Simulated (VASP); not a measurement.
# MoS2 (R3m) in VASP: notebook

Runs on MoS2. Level: r2SCAN. Tasks: single point.

Everything below comes from runs of VASP 6.6.1. Logs are shortened: lines on timing, memory, paths and dates and some standing lists are left out, and cuts for length are marked.

### 1 The cell of the first run

The structure is trigonal, space group R3m (No. 160). The conventional cell has a = 3.022 Å, b = 3.022 Å, c = 16.035 Å, α = 90.00°, β = 90.00°, γ = 120.00°. Within 3.1 Å of Mo (site symmetry 3m) lie 6 S at 2.33 to 2.34 Å and 6 Mo at 3.02 Å. Within 3.2 Å of S (site symmetry 3m) lie 3 Mo at 2.34 Å and 10 S at 2.84 to 3.10 Å. S (site symmetry 3m) has 3 Mo at 2.33 Å and 10 S at 2.84 to 3.10 Å within 3.2 Å.

### 2 Single point, r2SCAN

The input, POSCAR:

```
MoS2
1.0
    1.5107598617      0.8722376128      5.3450113297
   -1.5107598617      0.8722376128      5.3450113297
    0.0000000000     -1.7444752256      5.3450113297
Mo S
1 2
Direct
   -0.0000996549     -0.0000996549     -0.0000996549
    0.4303681322      0.4303681322      0.4303681322
    0.2367315226      0.2367315226      0.2367315226
```

The input, INCAR.step1:

```
SYSTEM = MoS2
PREC = Accurate
ENCUT = 520
ISMEAR = -1
SIGMA = 0.05
LREAL = .FALSE.
LASPH = .TRUE.
NELM = 80
NBANDS = 20
GGA = PE
ALGO = Normal
EDIFF = 1E-4
LWAVE = .TRUE.
LCHARG = .FALSE.
```

The input, INCAR.step2:

```
SYSTEM = MoS2
PREC = Accurate
ENCUT = 520
EDIFF = 1E-6
ISMEAR = -1
SIGMA = 0.05
LREAL = .FALSE.
LASPH = .TRUE.
NELM = 80
ALGO = Normal
ISIF = 2
LWAVE = .FALSE.
LCHARG = .FALSE.
METAGGA = R2SCAN
LMIXTAU = .TRUE.
NBANDS = 20
ISTART = 1
```

The input, KPOINTS:

```
regular mesh
0
G
  10 10 10
  0 0 0
```

Potentials or basis: VASP PAW PBE potentials, release 64 (Mo_sv, S).

Command:

```bash
$ cat potpaw_PBE.64/Mo_sv/POTCAR potpaw_PBE.64/S/POTCAR > POTCAR
$ cp INCAR.step1 INCAR
$ mpirun -np 1 vasp_std > vasp.out
$ cp INCAR.step2 INCAR
$ mpirun -np 1 vasp_std > vasp.out
```

OUTCAR:

```text
SYSTEM = MoS2
   PREC = Accurate
   ENCUT = 520
   EDIFF = 1E-6
   ISMEAR = -1
   LREAL = .FALSE.
   LASPH = .TRUE.
   NELM = 80
   ISIF = 2
   METAGGA = R2SCAN
   ISTART = 1

 ion  position               nearest neighbor table
   1  1.000  1.000  1.000-   3 2.33   3 2.33   3 2.33   2 2.34   2 2.34   2 2.34
   2  0.430  0.430  0.430-   1 2.34   1 2.34   1 2.34
   3  0.237  0.237  0.237-   1 2.33   1 2.33   1 2.33

  LATTYP: Found a trigonal (rhomboedric) cell.
 ALAT       =     5.6224852092
 COS(alpha) =     0.8556009859

  Lattice vectors:

 A1 = (   1.5107598617,   0.8722376128,   5.3450113297)
 A2 = (  -1.5107598617,   0.8722376128,   5.3450113297)
 A3 = (   0.0000000000,  -1.7444752256,   5.3450113297)

Analysis of symmetry for initial positions (statically):
=====================================================================
 Subroutine PRICEL returns:
 Original cell was already a primitive cell.

 Routine SETGRP: Setting up the symmetry group for a
 trigonal (rhombohedral) supercell.

 Subroutine GETGRP returns: Found  6 space group operations
 (whereof  6 operations were pure point group operations)
 out of a pool of 12 trial point group operations.

The static configuration has the point symmetry C_3v.

Analysis of symmetry for dynamics (positions and initial velocities):
=====================================================================
 Subroutine PRICEL returns:
 Original cell was already a primitive cell.

 Routine SETGRP: Setting up the symmetry group for a
 trigonal (rhombohedral) supercell.

 Subroutine GETGRP returns: Found  6 space group operations
 (whereof  6 operations were pure point group operations)
 out of a pool of 12 trial point group operations.

The dynamic configuration has the point symmetry C_3v.

 Subroutine INISYM returns: Found  6 space group operations
 (whereof  6 operations are pure point group operations),
 and found     1 'primitive' translations

----------------------------------------------------------------------------------------

                                     Primitive cell

  volume of cell :      42.2601

  direct lattice vectors                    reciprocal lattice vectors
     1.510759862  0.872237613  5.345011330     0.330959283  0.191079431  0.062363447
    -1.510759862  0.872237613  5.345011330    -0.330959283  0.191079431  0.062363447
     0.000000000 -1.744475226  5.345011330     0.000000000 -0.382158862  0.062363447

  length of vectors
     5.622485209  5.622485209  5.622485209     0.387213888  0.387213888  0.387213888

  position of ions in fractional coordinates (direct lattice)
     0.999900345  0.999900345  0.999900345
     0.430368132  0.430368132  0.430368132
     0.236731523  0.236731523  0.236731523

  ion indices of the primitive-cell ions
   primitive index   ion index
                 1           1
                 2           2
                 3           3

----------------------------------------------------------------------------------------

 KPOINTS: regular mesh

Automatic generation of k-mesh.
 Grid dimensions read from file:
 generate k-points for:   10   10   10

 Generating k-lattice:

  Cartesian coordinates                     Fractional coordinates (reciprocal lattice)
     0.033095928  0.019107943  0.006236345     0.100000000  0.000000000  0.000000000
    -0.033095928  0.019107943  0.006236345     0.000000000  0.100000000  0.000000000
     0.000000000 -0.038215886  0.006236345     0.000000000  0.000000000  0.100000000

  Length of vectors
     0.038721389  0.038721389  0.038721389

  Shift w.r.t. Gamma in fractional coordinates (k-lattice)
     0.000000000  0.000000000  0.000000000

 Subroutine IBZKPT returns following result:
 ===========================================

 Found    116 irreducible k-points:

 Following reciprocal coordinates:
            Coordinates               Weight
  0.000000  0.000000  0.000000      1.000000
  0.100000  0.000000  0.000000      6.000000
  0.200000  0.000000  0.000000      6.000000
  0.300000  0.000000 -0.000000      6.000000
  0.400000  0.000000  0.000000      6.000000
  0.500000  0.000000  0.000000      3.000000
[... 16 lines left out ...]
  0.300000  0.300000 -0.000000      6.000000
  0.400000  0.300000 -0.000000     12.000000
 [... further k-points ...]
   k-points           NKPTS =    116   k-points in BZ     NKDIM =    116   number of bands    NBANDS=     20
   number of dos      NEDOS =    301   number of ions     NIONS =      3
   total plane-waves  NPLWV =  74088
   dimension x,y,z NGX =    42 NGY =   42 NGZ =   42
   dimension x,y,z NGXF=    84 NGYF=   84 NGZF=   84
   ions per type =               1   2
   NGX,Y,Z   is equivalent  to a cutoff of  12.42, 12.42, 12.42 a.u.
   NGXF,Y,Z  is equivalent  to a cutoff of  24.84, 24.84, 24.84 a.u.
 SYSTEM =  MoS2
   PREC   = accura    normal or accurate (medium, high low for compatibility)
   ISTART =      1    job   : 0-new  1-cont  2-samecut
   ICHARG =      0    charge: 1-file 2-atom 10-const
   ISPIN  =      1    spin polarized calculation?
   LNONCOLLINEAR =      F non collinear calculations
   LSORBIT =      F    spin-orbit coupling
   LASPH  =      T    aspherical Exc in radial PAW
   ENCUT  =  520.0 eV  38.22 Ry    6.18 a.u.  10.45 10.45 10.45*2*pi/ulx,y,z
   NELM   =     80;   NELMIN=  2; NELMDL=  0     # of ELM steps
   EDIFF  = 0.1E-05   stopping-criterion for ELM
   LREAL  =      F    real-space projection
   EDIFFG = 0.1E-04   stopping-criterion for IOM
   NSW    =      0    number of steps for IOM
   IBRION =     -1    ionic relax: 0-MD 1-quasi-New 2-CG
   NFREE  =      0    steps in history (QN), initial steepest desc. (CG)
   ISIF   =      2    stress and relaxation
   ISYM   =      2    0-nonsym 1-usesym 2-fastsym
   POTIM  = 0.5000    time-step for ionic-motion
   TEBEG  =    0.0;   TEEND  =   0.0 temperature during run
   PSTRESS=    0.0 pullay stress
   NELECT =      26.0000    total number of electrons
   NUPDOWN=      -1.0000    fix difference up-down
   EMIN   =  10.00;   EMAX   =-10.00  energy-range for DOS
   EFERMI =   0.00;   METHOD = LEGACY
   ISMEAR =    -1;   SIGMA  =   0.05  broadening in eV -4-tet -1-fermi 0-gaus
   EFERMI_NEDOS =   21; number of points for ismear=-14 and -15
   IALGO  =     38    algorithm
   IMIX   =      4    mixing-type and parameters
     AMIX     =   0.40;   BMIX     =  1.00
     AMIX_MAG =   1.60;   BMIX_MAG =  1.00
  volume/ion in A,a.u.               =      14.09        95.06
  Fermi-wavevector in a.u.,A,eV,Ry     =   1.392374  2.631205 26.377688  1.938705
  Thomas-Fermi vector in A             =   2.516123
   LORBIT       =      0    0 simple, 1 ext, 2 COOP (PROOUT), +10 PAW based schemes
   METAGGA = R2SCAN    functional components
   LHFCALC =     F    Hartree Fock is set to
   AEXX    =    0.0000 exact exchange contribution
   IVDW    =     0    specifies the selected vdW correction
   LEPSILON=     F    determine dielectric tensor
   LRPA    =     F    only Hartree local field effects (RPA)
 non-spin polarized calculation
  energy-cutoff  :      520.00
  volume of cell :       42.26
 maximum number of plane-waves:      1159
 NGX is ok and might be reduce to    42
   NGX = 21   NGY = 21   NGZ = 21

 number of electron      26.0000001 magnetization

 Free energy of the ion-electron system (eV)
  ---------------------------------------------------
  ext. energy  EPLUGINS =         0.00000000
  ---------------------------------------------------
  free energy    TOTEN  =       -44.14649209 eV

  energy without entropy =      -44.14563591  energy(sigma->0) =      -44.14606400

 E-fermi :  11.6596     XC(G=0): -13.0697

 val. band max:       11.5928702996   @ k =   0.3000   0.3000   0.3000
 cond. band min:      11.6877977851   @ k =   0.4000   0.4000   0.4000
 fundamental gap:      0.0949274855
 Fermi energy:        11.6595653731

 k-point     1 :       0.0000    0.0000    0.0000
  band No.  band energies     occupation
      1     -52.4631      2.00000
      2     -26.0372      2.00000
      3     -25.5835      2.00000
      4     -25.5835      2.00000
      5      -6.3032      2.00000
      6      -3.0750      2.00000
[... 12 lines left out ...]
     19      19.1166      0.00000
     20      21.6249      0.00000

 k-point     2 :       0.1000    0.0000    0.0000
  band No.  band energies     occupation
      1     -52.4552      2.00000
      2     -26.0230      2.00000
      3     -25.6517      2.00000
      4     -25.5985      2.00000
      5      -6.1031      2.00000
      6      -3.0517      2.00000
[... 12 lines left out ...]
     19      19.7170      0.00000
     20      21.1946      0.00000

 k-point     3 :       0.2000    0.0000    0.0000
  band No.  band energies     occupation
      1     -52.4344      2.00000
      2     -25.9855      2.00000
      3     -25.8274      2.00000
      4     -25.6378      2.00000
      5      -5.5363      2.00000
      6      -2.9800      2.00000
[... 12 lines left out ...]
     19      20.0601      0.00000
     20      21.4804      0.00000

 k-point     4 :       0.3000    0.0000   -0.0000
  band No.  band energies     occupation
      1     -52.4087      2.00000
      2     -26.0390      2.00000
      3     -25.9389      2.00000
      4     -25.6858      2.00000
      5      -4.7083      2.00000
      6      -2.8764      2.00000
[... 12 lines left out ...]
     19      19.7456      0.00000
     20      21.0070      0.00000

 k-point     5 :       0.4000    0.0000    0.0000
  band No.  band energies     occupation
      1     -52.3877      2.00000
      2     -26.2059      2.00000
      3     -25.9008      2.00000
      4     -25.7244      2.00000
      5      -3.8323      2.00000
      6      -2.8140      2.00000
[... 12 lines left out ...]
     19      18.5133      0.00000
     20      19.8517      0.00000
[... 353 lines left out ...]
      6      -2.7400      2.00000
[... 12 lines left out ...]
     19      20.0868      0.00000
     20      21.0415      0.00000

 k-point    22 :      -0.2000    0.2000    0.0000
  band No.  band energies     occupation
      1     -52.3967      2.00000
      2     -26.0739      2.00000
      3     -25.9171      2.00000
      4     -25.7726      2.00000
      5      -4.2923      2.00000
      6      -2.7695      2.00000
[... 12 lines left out ...]
     19      21.1687      0.00000
     20      21.5168      0.00000

 k-point    23 :       0.3000    0.3000   -0.0000
  band No.  band energies     occupation
      1     -52.4087      2.00000
      2     -26.0389      2.00000
      3     -25.9391      2.00000
      4     -25.6859      2.00000
      5      -4.6078      2.00000
      6      -3.0525      2.00000
[... 12 lines left out ...]
     19      19.6792      0.00000
     20      21.5138      0.00000

 k-point    24 :       0.4000    0.3000   -0.0000
  band No.  band energies     occupation
      1     -52.3942      2.00000
      2     -26.1266      2.00000
      3     -25.9129      2.00000
      4     -25.7424      2.00000
      5      -4.0664      2.00000
      6      -2.9421      2.00000
[... 12 lines left out ...]
     19      19.6458      0.00000
     20      21.2814      0.00000

 [... further k-points ...]
[... 5 lines left out ...]
  --------------------------------------------------------------------------------------
  -------------------------------------------------------------------------------------
  Total        7.9476281      7.9476281      7.9317283      0.0000000      0.0000000      0.0000000
  in kB      301.3130822    301.3130821    300.7102838      0.0000000      0.0000000      0.0000000
  external PRESSURE =     301.1121494 kB  Pullay stress =       0.0000000 kB

 VOLUME and BASIS-vectors are now :
 -----------------------------------------------------------------------------
  energy-cutoff  :      520.00
  volume of cell :       42.26
      direct lattice vectors                 reciprocal lattice vectors
     1.510759862  0.872237613  5.345011330     0.330959283  0.191079431  0.062363447
    -1.510759862  0.872237613  5.345011330    -0.330959283  0.191079431  0.062363447
     0.000000000 -1.744475226  5.345011330     0.000000000 -0.382158862  0.062363447

 POSITION                                       TOTAL-FORCE (eV/Angst)
 -----------------------------------------------------------------------------------
      0.00000      0.00000     16.03344         0.000000      0.000000      0.000112
      0.00000      0.00000      6.90097         0.000000      0.000000     -0.001397
      0.00000      0.00000      3.79600         0.000000     -0.000000      0.001284
 -----------------------------------------------------------------------------------
    total drift:                                0.000000     -0.000000     -0.000092

  FREE ENERGIE OF THE ION-ELECTRON SYSTEM (eV)
  ---------------------------------------------------
  free  energy   TOTEN  =       -44.1464920905 eV

  energy  without entropy=      -44.1456359131  energy(sigma->0) =      -44.14606400
```

It took 23 min on 1 thread of Intel Xeon 8259CL, shared host; peak memory 0.34 GiB.

Results:

* Free energy: -44.1465 eV
* Pressure: 30.1 GPa
* Band gap on the k mesh: zero (bands 13 and 14 overlap by 0.03 eV)

Caveat: the cell stands under pressure; the PAW data sets were made with another functional, which shifts forces and pressure a little.

### 3 Single point, r2SCAN

This run uses another cell than the first one, of 14.89 Å³/atom.

The input, POSCAR:

```
MoS2
1.0
    1.5330636666      0.8851147206      5.4883622395
   -1.5330636666      0.8851147206      5.4883622395
    0.0000000000     -1.7702294412      5.4883622395
Mo S
1 2
Direct
   -0.0000242126     -0.0000242126     -0.0000242126
    0.4277821299      0.4277821299      0.4277821299
    0.2392420827      0.2392420827      0.2392420827
```

The input, INCAR.step1:

```
SYSTEM = MoS2
  PREC = Accurate
  ENCUT = 520
  ISMEAR = -1
  SIGMA = 0.05
  LREAL = .False.
  LASPH = .True.
  NELM = 60
  NBANDS = 20
  GGA = PE
  ALGO = Normal
  EDIFF = 1E-4
  LWAVE = .True.
  LCHARG = .False.
```

The input, INCAR.step2:

```
SYSTEM = MoS2
  PREC = Accurate
  ENCUT = 520
  EDIFF = 1E-6
  ISMEAR = -1
  SIGMA = 0.05
  LREAL = .False.
  LASPH = .True.
  NELM = 60
  ALGO = Normal
  ISIF = 2
  LWAVE = .False.
  LCHARG = .True.
  METAGGA = R2SCAN
  LMIXTAU = .True.
  LELF = .True.
  LVHAR = .True.
  NBANDS = 20
  ISTART = 1
```

The input, KPOINTS:

```
regular mesh
0
Gamma
  10 10 10
  0 0 0
```

Potentials or basis: VASP PAW PBE potentials, release 64 (Mo_sv, S).

Command:

```bash
$ cat potpaw_PBE.64/Mo_sv/POTCAR potpaw_PBE.64/S/POTCAR > POTCAR
$ cp INCAR.step1 INCAR
$ mpirun -np 1 vasp_std > vasp.out
$ cp INCAR.step2 INCAR
$ mpirun -np 1 vasp_std > vasp.out
```

Run time: 25 min. Hardware: 1 thread of Intel Xeon 8259CL, shared host; peak memory 0.42 GiB.

The run converged. Its results:

```
Free energy            : -44.5234 eV
Pressure               : 20.1 GPa
Band gap on the k mesh : 0.27 eV (least direct gap 1.69 eV)
```

Stress tensor (GPa, compression positive):
```
20.11  0.00  0.00
 0.00 20.11  0.00
 0.00  0.00 20.03
```

Levels at points of the mesh, in eV from the valence-band top:
| k point | band 10 | band 11 | band 12 | band 13 | band 14 | band 15 | band 16 | band 17 |
| --- | --- | --- | --- | --- | --- | --- | --- | --- |
| (0.00, 0.00, 0.00) | -3.03 | -3.03 | -2.22 | -0.76 | 1.55 | 1.55 | 2.33 | 2.33 |
| (0.50, 0.00, 0.00) | -5.11 | -3.01 | -2.29 | -2.00 | 1.53 | 1.78 | 2.73 | 3.69 |
| (0.50, 0.50, 0.00) | -4.77 | -4.16 | -2.82 | -2.01 | 1.38 | 2.04 | 2.92 | 4.18 |
| (0.50, 0.50, 0.50) | -4.25 | -2.89 | -2.89 | 0.00 | 1.69 | 1.69 | 2.03 | 2.03 |

Caveat: the cell stands under pressure; the PAW data sets were made with another functional, which shifts forces and pressure a little. A k mesh can miss the band edges.

### 4 Single point, r2SCAN

This run uses another cell than the first one, of 16.05 Å³/atom.

The input, POSCAR:

```
MoS2
1.0
    1.5593448196      0.9002881513      5.7162431151
   -1.5593448196      0.9002881513      5.7162431151
    0.0000000000     -1.8005763027      5.7162431151
Mo S
1 2
Direct
    0.0000443301      0.0000443301      0.0000443301
    0.4239946077      0.4239946077      0.4239946077
    0.2429610622      0.2429610622      0.2429610622
```

The input, INCAR.step1:

```
SYSTEM = MoS2
PREC = Accurate
ENCUT = 520
ISMEAR = -1
SIGMA = 0.05
LREAL = .FALSE.
LASPH = .TRUE.
NELM = 60
NBANDS = 20
GGA = PE
ALGO = Normal
EDIFF = 1E-4
LWAVE = .TRUE.
LCHARG = .FALSE.
```

The input, INCAR.step2:

```
SYSTEM = MoS2
PREC = Accurate
ENCUT = 520
EDIFF = 1E-6
ISMEAR = -1
SIGMA = 0.05
LREAL = .FALSE.
LASPH = .TRUE.
NELM = 60
ALGO = Normal
ISIF = 2
LWAVE = .FALSE.
LCHARG = .FALSE.
METAGGA = R2SCAN
LMIXTAU = .TRUE.
NBANDS = 20
ISTART = 1
```

The input, KPOINTS:

```
regular mesh
0
G
  10 10 10
  0 0 0
```

Command:

```bash
$ cat potpaw_PBE.64/Mo_sv/POTCAR potpaw_PBE.64/S/POTCAR > POTCAR
$ cp INCAR.step1 INCAR
$ mpirun -np 1 vasp_std > vasp.out
$ cp INCAR.step2 INCAR
$ mpirun -np 1 vasp_std > vasp.out
```

Run time: 24 min. Hardware: 1 thread of Intel Xeon 8259CL, shared host; peak memory 0.42 GiB.

It converged, with:

```yaml
Free_energy: -44.8415 eV
Pressure: 10.0 GPa
Largest_force: 0.005 eV/Å
Band_gap_on_the_k_mesh: 0.61 eV (least direct gap 1.99 eV)
```

Forces on the atoms (eV/Å):
```
Mo   0.000  0.000 -0.001
S    0.000  0.000  0.005
S    0.000  0.000 -0.003
```

Stress tensor (GPa, compression positive):
```
10.07  0.00  0.00
 0.00 10.07  0.00
 0.00  0.00  9.99
```

Levels at points of the mesh, in eV from the valence-band top:
| k point | band 9 | band 10 | band 11 | band 12 | band 13 | band 14 | band 15 | band 16 | band 17 | band 18 |
| --- | --- | --- | --- | --- | --- | --- | --- | --- | --- | --- |
| (0.00, 0.00, 0.00) | -3.90 | -2.76 | -2.76 | -1.75 | -0.99 | 1.82 | 1.82 | 2.40 | 2.40 | 6.01 |
| (0.50, 0.00, 0.00) | -5.71 | -4.68 | -2.77 | -1.95 | -1.92 | 1.57 | 1.91 | 3.13 | 3.69 | 5.59 |
| (0.50, 0.50, 0.00) | -5.32 | -4.47 | -3.71 | -2.42 | -1.71 | 1.46 | 2.12 | 3.02 | 4.10 | 6.34 |
| (0.50, 0.50, 0.50) | -3.95 | -3.95 | -2.68 | -2.68 | 0.00 | 1.99 | 1.99 | 2.13 | 2.13 | 5.96 |

Caveat: the cell stands under pressure; the PAW data sets were made with another functional, which shifts forces and pressure a little. A k mesh can miss the band edges.

(Continued in part 2 of 2.)
